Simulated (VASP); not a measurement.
Write the native input for VASP 6.6.1 that does the following.

* Task: single point
* Functional: PBE
* Potentials or basis: VASP PAW PBE potentials, release 64 (Mo_sv)
* Cutoff: 520 eV
* k mesh: 22 × 22 × 22
* Occupations: gaussian, width 0.15 eV
* Spin: no spin polarisation
* Dipole correction: no
* Further INCAR settings: ALGO = Fast; EDIFF = 1e-06; NBANDS = 13

The structure of Mo lies in POSCAR:

```
Mo
1.0
   -1.5867100000      1.5710000000      1.5867100000
    1.5552900000     -1.5710000000      1.5552900000
    1.5867100000      1.5710000000     -1.5867100000
Mo
1
Direct
    0.0000000000      0.0000000000      0.0000000000
```

This cell differs from its parent crystal: strain -0.0200 x Voigt [0, 0, 0, 0, 1, 0].

The input as run:

INCAR

```
SYSTEM = Mo
PREC = Accurate
ENCUT = 520
EDIFF = 1E-6
ISMEAR = 0
SIGMA = 0.15
LREAL = .False.
LASPH = .True.
NELM = 100
ALGO = Fast
ISIF = 2
LWAVE = .False.
LCHARG = .True.
GGA = PE
LELF = .True.
LVHAR = .True.
NBANDS = 13
```

KPOINTS

```
Automatic mesh
0
Gamma
  22 22 22
  0 0 0
```

Potentials or basis: VASP PAW PBE potentials, release 64 (Mo_sv).

The run is started by

```bash
$ cat potpaw_PBE.64/Mo_sv/POTCAR > POTCAR
$ mpirun -np 1 vasp_std > vasp.out
```

It gave:

The pressure is 5.5 GPa and the band gap on the k mesh is zero (bands 7 and 8 overlap by 5.12 eV).

Caveat: the cell differs from its parent crystal (strain -0.0200 x Voigt [0, 0, 0, 0, 1, 0]); the cell stands under pressure.

It took 5.5 min on 1 thread of Intel Xeon 8259CL (shared host), peak memory 0.38 GiB.
